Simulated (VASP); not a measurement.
# Hf4N2O in VASP: further runs

The runs below take Hf4N2O through single point, with PBE.

Everything below comes from runs of VASP 6.6.1. Logs are shortened: lines on timing, memory, paths and dates and some standing lists are left out, and cuts for length are marked.

**1. The cell of the first run**

It takes space group P-3m1 (No. 164, trigonal). Conventional cell: a = 3.183 Å, b = 3.183 Å, c = 10.782 Å, α = 90.00°, β = 90.00°, γ = 120.00°. Hf (site symmetry 3m) has 3 N at 2.25 Å and 3 O at 2.36 Å within 3.0 Å. Within 3.0 Å of Hf (site symmetry 3m) lie 3 N at 2.27 Å. N (site symmetry 3m) has 6 Hf at 2.25 to 2.27 Å and 1 O at 2.77 Å within 3.0 Å. Within 3.2 Å of O (site symmetry -3m) lie 6 Hf at 2.36 Å and 2 N at 2.77 Å and 6 O at 3.18 Å.

**2. Single point, PBE (with an interstitial atom)**

File INCAR:

```
SYSTEM = Hf4N2O
PREC = Accurate
ENCUT = 520
EDIFF = 1E-6
ISMEAR = 0
SIGMA = 0.2
LREAL = .FALSE.
LASPH = .TRUE.
NELM = 60
ALGO = Normal
ISIF = 2
LWAVE = .FALSE.
LCHARG = .TRUE.
GGA = PE
LELF = .TRUE.
LVHAR = .TRUE.
NBANDS = 37
```

File KPOINTS:

```
Automatic mesh
0
G
  6 6 2
  0 0 0
```

File POSCAR:

```
Hf4N2O
1.0
    3.1829152565      0.0000000000      0.0000000000
   -1.5914576283      2.7564854703      0.0000000000
    0.0000000000      0.0000000000     10.7821540192
Hf N O
4 2 1
Direct
    0.6666666667      0.3333333333      0.8631127665
    0.6666666667      0.3333333333      0.3805035487
    0.3333333333      0.6666666667      0.1368872335
    0.3333333333      0.6666666667      0.6194964513
    0.0000000000      0.0000000000      0.7430182437
    0.0000000000      0.0000000000      0.2569817563
    0.0000000000      0.0000000000      0.0000000000
```

Potentials or basis: VASP PAW PBE potentials, release 64 (Hf_pv, N, O).

On the command line:

```
$ cat potpaw_PBE.64/Hf_pv/POTCAR potpaw_PBE.64/N/POTCAR potpaw_PBE.64/O/POTCAR > POTCAR
$ mpirun -np 1 vasp_std > vasp.out
```

OUTCAR:

```text
SYSTEM = Hf4N2O
   PREC = Accurate
   ENCUT = 520
   EDIFF = 1E-6
   ISMEAR = 0
   LREAL = .FALSE.
   LASPH = .TRUE.
   NELM = 60
   ISIF = 2
   GGA = PE

 ion  position               nearest neighbor table
   1  0.667  0.333  0.863-   5 2.25   5 2.25   5 2.25   7 2.36   7 2.36   7 2.36   4 3.21   4 3.21
                             4 3.21   3 3.48   3 3.48   3 3.48
   2  0.667  0.333  0.381-   6 2.27   6 2.27   6 2.27   4 3.16   4 3.16   4 3.16   3 3.21   3 3.21
                             3 3.21
   3  0.333  0.667  0.137-   6 2.25   6 2.25   6 2.25   7 2.36   7 2.36   7 2.36   2 3.21   2 3.21
                             2 3.21   1 3.48   1 3.48   1 3.48
   4  0.333  0.667  0.619-   5 2.27   5 2.27   5 2.27   2 3.16   2 3.16   2 3.16   1 3.21   1 3.21
                             1 3.21
   5  0.000  0.000  0.743-   1 2.25   1 2.25   1 2.25   4 2.27   4 2.27   4 2.27
   6  0.000  0.000  0.257-   3 2.25   3 2.25   3 2.25   2 2.27   2 2.27   2 2.27
   7  0.000  0.000  0.000-   1 2.36   3 2.36   1 2.36   3 2.36   1 2.36   3 2.36

  LATTYP: Found a hexagonal cell.
 ALAT       =     3.1829152565
 C/A-ratio  =     3.3875089816

  Lattice vectors:

 A1 = (   3.1829152565,   0.0000000000,   0.0000000000)
 A2 = (  -1.5914576283,   2.7564854703,   0.0000000000)
 A3 = (   0.0000000000,   0.0000000000,  10.7821540192)

Analysis of symmetry for initial positions (statically):
=====================================================================
 Subroutine PRICEL returns:
 Original cell was already a primitive cell.

 Routine SETGRP: Setting up the symmetry group for a
 hexagonal supercell.

 Subroutine GETGRP returns: Found 12 space group operations
 (whereof 12 operations were pure point group operations)
 out of a pool of 24 trial point group operations.

The static configuration has the point symmetry D_3d.

Analysis of symmetry for dynamics (positions and initial velocities):
=====================================================================
 Subroutine PRICEL returns:
 Original cell was already a primitive cell.

 Routine SETGRP: Setting up the symmetry group for a
 hexagonal supercell.

 Subroutine GETGRP returns: Found 12 space group operations
 (whereof 12 operations were pure point group operations)
 out of a pool of 24 trial point group operations.

The dynamic configuration has the point symmetry D_3d.

 Subroutine INISYM returns: Found 12 space group operations
 (whereof 12 operations are pure point group operations),
 and found     1 'primitive' translations

[... 98 lines left out ...]
   NFREE  =      0    steps in history (QN), initial steepest desc. (CG)
   ISIF   =      2    stress and relaxation
   ISYM   =      2    0-nonsym 1-usesym 2-fastsym
   POTIM  = 0.5000    time-step for ionic-motion
   TEBEG  =    0.0;   TEEND  =   0.0 temperature during run
   PSTRESS=    0.0 pullay stress
   NELECT =      56.0000    total number of electrons
   NUPDOWN=      -1.0000    fix difference up-down
   EMIN   =  10.00;   EMAX   =-10.00  energy-range for DOS
   EFERMI =   0.00;   METHOD = LEGACY
   ISMEAR =     0;   SIGMA  =   0.20  broadening in eV -4-tet -1-fermi 0-gaus
   EFERMI_NEDOS =   21; number of points for ismear=-14 and -15
   IALGO  =     38    algorithm
   IMIX   =      4    mixing-type and parameters
     AMIX     =   0.40;   BMIX     =  1.00
     AMIX_MAG =   1.60;   BMIX_MAG =  1.00
  volume/ion in A,a.u.               =      13.51        91.20
  Fermi-wavevector in a.u.,A,eV,Ry     =   1.374597  2.597612 25.708440  1.889517
  Thomas-Fermi vector in A             =   2.500009
   LORBIT       =      0    0 simple, 1 ext, 2 COOP (PROOUT), +10 PAW based schemes
   GGA     = PE    functional components
   LHFCALC =     F    Hartree Fock is set to
   AEXX    =    0.0000 exact exchange contribution
   IVDW    =     0    specifies the selected vdW correction
   LEPSILON=     F    determine dielectric tensor
   LRPA    =     F    only Hartree local field effects (RPA)
 non-spin polarized calculation
 Gauss-broadening in eV      SIGMA  =   0.20
  energy-cutoff  :      520.00
  volume of cell :       94.60
 maximum number of plane-waves:      2568
 NGX is ok and might be reduce to    24
   NGX = 11   NGY = 11   NGZ = 41

 number of electron      56.0000005 magnetization

 Free energy of the ion-electron system (eV)
  ---------------------------------------------------
  ext. energy  EPLUGINS =         0.00000000
  ---------------------------------------------------
  free energy    TOTEN  =       -73.22314623 eV

  energy without entropy =      -73.15115994  energy(sigma->0) =      -73.18715308

 E-fermi :   6.8388     XC(G=0): -12.2055

 val. band max:        6.7905523674   @ k =   0.3333  -0.0000   0.5000
 cond. band min:       6.9635950816   @ k =   0.1667   0.1667   0.5000
 fundamental gap:      0.1730427142
 Fermi energy:         6.8388021313

 k-point     1 :       0.0000    0.0000    0.0000
  band No.  band energies     occupation
      1     -25.0189      2.00000
      2     -24.7468      2.00000
      3     -24.2605      2.00000
      4     -24.2605      2.00000
      5     -24.2476      2.00000
      6     -24.2476      2.00000
[... 549 lines left out ...]
     36      11.2918      0.00000
     37      11.2918      0.00000

------------------------ aborting loop because EDIFF is reached ----------------------------------------

  FORCE on cell =-STRESS in cart. coord.  units (eV):
  Direction    XX          YY          ZZ          XY          YZ          ZX
  --------------------------------------------------------------------------------------
  -------------------------------------------------------------------------------------
  Total       -1.1926461     -1.1926461     -1.0996231      0.0000000      0.0000000      0.0000000
  in kB      -20.1992781    -20.1992781    -18.6237929      0.0000000      0.0000000      0.0000000
  external PRESSURE =     -19.6741164 kB  Pullay stress =       0.0000000 kB

 VOLUME and BASIS-vectors are now :
 -----------------------------------------------------------------------------
  energy-cutoff  :      520.00
  volume of cell :       94.60
      direct lattice vectors                 reciprocal lattice vectors
     3.182915256  0.000000000  0.000000000     0.314177388  0.181390399  0.000000000
    -1.591457628  2.756485470  0.000000000     0.000000000  0.362780799  0.000000000
     0.000000000  0.000000000 10.782154019     0.000000000  0.000000000  0.092745846

 POSITION                                       TOTAL-FORCE (eV/Angst)
 -----------------------------------------------------------------------------------
      1.59146      0.91883      9.30621        -0.000000     -0.000000     -0.000736
      1.59146      0.91883      4.10265        -0.000000     -0.000000     -0.102954
     -0.00000      1.83766      1.47594         0.000000      0.000000      0.000736
     -0.00000      1.83766      6.67951         0.000000      0.000000      0.102954
      0.00000      0.00000      8.01134         0.000000      0.000000      0.003211
      0.00000      0.00000      2.77082        -0.000000     -0.000000     -0.003211
      0.00000      0.00000      0.00000         0.000000      0.000000      0.000000
 -----------------------------------------------------------------------------------
    total drift:                                0.000000      0.000000      0.000000

  FREE ENERGIE OF THE ION-ELECTRON SYSTEM (eV)
  ---------------------------------------------------
  free  energy   TOTEN  =       -73.2231462259 eV

  energy  without entropy=      -73.1511599396  energy(sigma->0) =      -73.18715308
```

Wall time 36 s (1 thread of Intel Xeon 6975P-C (Granite Rapids), shared host); peak memory 0.21 GiB.

Results:

- Free energy: -73.2231 eV
- Pressure: -2.0 GPa
- Largest force: 0.103 eV/Å
- Band gap on the k mesh: zero (bands 28 and 29 overlap by 0.77 eV)

Forces in eV/Å, atoms in the order of the input:
```
Hf   0.000  0.000 -0.001
Hf   0.000  0.000 -0.103
Hf   0.000  0.000  0.001
Hf   0.000  0.000  0.103
N    0.000  0.000  0.003
N    0.000  0.000 -0.003
O    0.000  0.000  0.000
```

Caveat: the k points lie up to 0.38 Å⁻¹ apart, too coarse for converged energies and pressures of a metal; the cell differs from its parent crystal (with an interstitial atom); spin-orbit coupling is left out, which moves the levels of the heavy elements.

**3. Single point, PBE**

File INCAR:

```
  PREC = Accurate
  ENCUT = 520
  EDIFF = 1E-7
  ISMEAR = 0
  SIGMA = 0.2
  LREAL = F
  LASPH = T
  NELM = 80
  ALGO = Normal
  ISIF = 2
  LWAVE = F
  LCHARG = F
  GGA = PE
  NBANDS = 37
```

File KPOINTS:

```
Automatic mesh
0
Gamma
  6 6 2
```

File POSCAR:

```
Hf4N2O
1.0
    3.1787819358      0.0000000000      0.0000000000
   -1.5893909679      2.7529059094      0.0000000000
    0.0000000000      0.0000000000     10.7958158783
Hf N O
4 2 1
Direct
    0.6666666667      0.3333333333      0.8628952479
    0.6666666667      0.3333333333      0.3809751707
    0.3333333333      0.6666666667      0.1371047521
    0.3333333333      0.6666666667      0.6190248293
    1.0000000000      0.0000000000      0.7425833449
    0.0000000000      0.0000000000      0.2574166551
    0.0000000000      0.0000000000      0.0000000000
```

Potentials or basis: VASP PAW PBE potentials, release 64 (Hf_pv, N, O).

On the command line:

```
$ cat potpaw_PBE.64/Hf_pv/POTCAR potpaw_PBE.64/N/POTCAR potpaw_PBE.64/O/POTCAR > POTCAR
$ mpirun -np 1 vasp_std > vasp.out
```

Run time: 35 s. Hardware: 1 thread of Intel Xeon 6975P-C (Granite Rapids), shared host; peak memory 0.21 GiB.

The run converged. Its results:

```
Free energy            : -73.2229 eV
Pressure               : -1.7 GPa
Largest force          : 0.163 eV/Å
Band gap on the k mesh : zero (bands 28 and 29 overlap by 0.74 eV)
```

Forces on the atoms (eV/Å):
```
Hf   0.000  0.000 -0.003
Hf   0.000  0.000 -0.163
Hf   0.000  0.000  0.003
Hf   0.000  0.000  0.163
N    0.000  0.000  0.027
N    0.000  0.000 -0.027
O    0.000  0.000  0.000
```

Stress tensor (GPa, compression positive):
```
-1.61  0.00  0.00
 0.00 -1.61  0.00
 0.00  0.00 -2.02
```

Levels at points of the mesh, in eV from the Fermi level:
| k point | band 26 | band 27 | band 28 | band 29 | band 30 | band 31 |
| --- | --- | --- | --- | --- | --- | --- |
| (0.00, 0.00, 0.00) | -0.53 | -0.19 | 0.45 | 1.02 | 1.02 | 1.34 |
| (0.50, 0.00, 0.00) | -1.45 | -0.88 | -0.26 | 0.25 | 2.14 | 2.62 |
| (0.00, 0.00, 0.50) | -1.27 | -0.17 | 0.53 | 0.80 | 0.80 | 1.69 |
| (0.50, 0.00, 0.50) | -1.98 | -0.79 | -0.30 | 0.74 | 1.42 | 3.09 |

Caveat: the k points lie up to 0.38 Å⁻¹ apart, too coarse for converged energies and pressures of a metal; spin-orbit coupling is left out, which moves the levels of the heavy elements.

**4. Single point, PBE**

File INCAR:

```
PREC = Accurate ; ENCUT = 520
EDIFF = 1E-6 ; ISMEAR = 0
SIGMA = 0.2 ; LREAL = False
LASPH = True ; NELM = 100
ALGO = Normal ; ISIF = 2
LWAVE = False ; LCHARG = False
GGA = PE ; NBANDS = 37
```

File KPOINTS:

```
regular mesh
0
Gamma
  6 6 2
```

File POSCAR:

```
Hf4N2O
1.0
    3.1818410237      0.0000492631      0.0000009251
   -1.5908758506      2.7553749980     -0.0000347165
    0.0005129908     -0.0002743554     10.7796135410
Hf N O
4 2 1
Direct
    0.6666607257      0.3333906572      0.8631202138
    0.6667526132      0.3333374204      0.3804995565
    0.3333570701      0.6666108678      0.1368791412
    0.3332356030      0.6666620564      0.6195019128
    0.9999487685      0.0000188185      0.7429937304
    0.0000538864     -0.0000188147      0.2570059268
   -0.0000086669     -0.0000010055     -0.0000004815
```

On the command line:

```
$ cat potpaw_PBE.64/Hf_pv/POTCAR potpaw_PBE.64/N/POTCAR potpaw_PBE.64/O/POTCAR > POTCAR
$ mpirun -np 1 vasp_std > vasp.out
```

Run time: 71 s. Hardware: 1 thread of Intel Xeon 6975P-C (Granite Rapids), shared host; peak memory 0.27 GiB.

It converged, with:

| Quantity | Value |
| --- | --- |
| Free energy | -73.2242 eV |
| Pressure | -1.8 GPa |
| Largest force | 0.097 eV/Å |
| Band gap on the k mesh | zero (bands 28 and 29 overlap by 0.76 eV) |

Forces on the atoms (eV/Å):
```
Hf   0.000  0.000  0.001
Hf  -0.001  0.000 -0.097
Hf   0.000  0.000 -0.001
Hf   0.001  0.000  0.096
N    0.000  0.000  0.006
N    0.000  0.000 -0.006
O    0.000  0.000  0.000
```

Stress tensor (GPa, compression positive):
```
-1.81  0.00 -0.01
 0.00 -1.80  0.00
-0.01  0.00 -1.69
```

Levels at points of the mesh, in eV from the Fermi level:
| k point | band 25 | band 26 | band 27 | band 28 | band 29 | band 30 | band 31 | band 32 |
| --- | --- | --- | --- | --- | --- | --- | --- | --- |
| (0.00, 0.00, 0.00) | -3.03 | -0.50 | -0.20 | 0.46 | 1.01 | 1.01 | 1.33 | 1.33 |
| (0.50, 0.00, 0.00) | -2.71 | -1.46 | -0.88 | -0.26 | 0.25 | 2.15 | 2.63 | 3.07 |
| (0.00, 0.50, 0.00) | -2.71 | -1.46 | -0.88 | -0.26 | 0.25 | 2.15 | 2.63 | 3.07 |
| (0.50, 0.50, 0.00) | -2.71 | -1.46 | -0.88 | -0.26 | 0.25 | 2.15 | 2.63 | 3.07 |
| (0.00, 0.00, 0.50) | -2.39 | -1.24 | -0.20 | 0.54 | 0.79 | 0.79 | 1.70 | 1.76 |
| (0.50, 0.00, 0.50) | -2.34 | -1.98 | -0.79 | -0.30 | 0.74 | 1.44 | 3.10 | 3.15 |
| (0.00, 0.50, 0.50) | -2.34 | -1.98 | -0.79 | -0.30 | 0.74 | 1.44 | 3.09 | 3.15 |
| (0.50, 0.50, 0.50) | -2.34 | -1.98 | -0.79 | -0.30 | 0.74 | 1.44 | 3.09 | 3.15 |

Caveat: the k points lie up to 0.38 Å⁻¹ apart, too coarse for converged energies and pressures of a metal; spin-orbit coupling is left out, which moves the levels of the heavy elements.

**5. Single point, PBE (12.69 Å³/atom)**

This run uses another cell than the first one, of 12.69 Å³/atom.

File INCAR:

```
SYSTEM = Hf4N2O
PREC     = Accurate       ! precision mode
ENCUT    = 520            ! plane-wave cutoff, eV
EDIFF    = 1E-6           ! SCF threshold, eV
ISMEAR   = 0              ! smearing method
SIGMA    = 0.1            ! smearing width, eV
LREAL    = .False.        ! projectors in reciprocal space
LASPH    = .True.         ! aspherical terms in the spheres
NELM     = 80             ! most SCF steps
ALGO     = Normal         ! electronic algorithm
ISIF     = 2              ! what is computed and relaxed
LWAVE    = .False.        ! write WAVECAR
LCHARG   = .False.        ! write CHGCAR
GGA      = PE             ! functional
NBANDS   = 37             ! bands
```

File KPOINTS:

```
Automatic mesh
0
Gamma
  12 12 4
  0 0 0
```

File POSCAR:

```
Hf4N2O
1.0
    3.1144923125      0.0000000000      0.0000000000
   -1.5572461563      2.6972294625      0.0000000000
    0.0000000000      0.0000000000     10.5713455480
Hf N O
4 2 1
Direct
    0.6666666667      0.3333333333      0.8641501441
    0.6666666667      0.3333333333      0.3822699202
    0.3333333333      0.6666666667      0.1358498559
    0.3333333333      0.6666666667      0.6177300798
    0.0000000000      0.0000000000      0.7425017737
    0.0000000000      0.0000000000      0.2574982263
    0.0000000000      0.0000000000      0.0000000000
```

On the command line:

```
$ cat potpaw_PBE.64/Hf_pv/POTCAR potpaw_PBE.64/N/POTCAR potpaw_PBE.64/O/POTCAR > POTCAR
$ mpirun -np 1 vasp_std > vasp.out
```

Wall time 2 min (1 thread of Intel Xeon 6975P-C (Granite Rapids), shared host); peak memory 0.32 GiB.

The run converged. Its results:

```
Free energy            : -73.0071 eV
Pressure               : 12.3 GPa
Largest force          : 0.086 eV/Å
Band gap on the k mesh : zero (bands 28 and 29 overlap by 0.91 eV)
```

Forces on the atoms (eV/Å):
```
Hf   0.000  0.000  0.029
Hf   0.000  0.000 -0.086
Hf   0.000  0.000 -0.029
Hf   0.000  0.000  0.086
N    0.000  0.000  0.016
N    0.000  0.000 -0.016
O    0.000  0.000  0.000
```

Stress tensor (GPa, compression positive):
```
12.26  0.00  0.00
 0.00 12.26  0.00
 0.00  0.00 12.43
```

Levels at points of the mesh, in eV from the Fermi level:
```
           k point  band 24  band 25  band 26  band 27  band 28  band 29  band 30  band 31  band 32  band 33
(0.00, 0.00, 0.00)    -4.56    -2.97    -0.62    -0.26     0.60     1.00     1.00     1.38     1.38     1.48
(0.50, 0.00, 0.00)    -4.63    -2.95    -1.53    -0.89    -0.15     0.19     2.23     2.79     3.19     3.62
(0.00, 0.00, 0.50)    -4.61    -2.34    -1.37    -0.08     0.49     0.78     0.78     1.71     1.83     1.83
(0.50, 0.00, 0.50)    -4.53    -2.53    -2.15    -0.75    -0.18     0.74     1.42     3.21     3.33     3.46
```

Caveat: the cell stands under pressure; spin-orbit coupling is left out, which moves the levels of the heavy elements.

**6. Summary**

| cell | k mesh | smearing | gap on the mesh (eV) | pressure (GPa) | largest force (eV/Å) |
| --- | --- | --- | --- | --- | --- |
| a = 3.183, b = 3.183, c = 10.782 Å, angles 90.0, 90.0, 120.0°, 7 atoms, atomic positions A | 6 × 6 × 2 | gaussian 0.2 eV | none | -2.0 | 0.10 |
| a = 3.179, b = 3.179, c = 10.796 Å, angles 90.0, 90.0, 120.0°, 7 atoms, atomic positions B | 6 × 6 × 2 | gaussian 0.2 eV | none | -1.7 | 0.16 |
| a = 3.182, b = 3.182, c = 10.780 Å, angles 90.0, 90.0, 120.0°, 7 atoms, atomic positions A | 6 × 6 × 2 | gaussian 0.2 eV | none | -1.8 | 0.10 |
| a = 3.114, b = 3.114, c = 10.571 Å, angles 90.0, 90.0, 120.0°, 7 atoms, atomic positions C | 12 × 12 × 4 | gaussian 0.1 eV | none | 12.3 | 0.09 |

Alike in all rows: task single point; level PBE; potentials or basis VASP PAW PBE potentials, release 64 (Hf_pv, N, O); no spin polarisation; cutoff (eV) 520.

Caveats: some runs use coarse meshes; spin-orbit coupling is left out, which moves the levels of the heavy elements; the cell stands under pressure (at least some runs).

Absolute energies hang on the potentials; compare differences alone.

The gap in the log of VASP goes by the Fermi energy; the results here count the filled bands.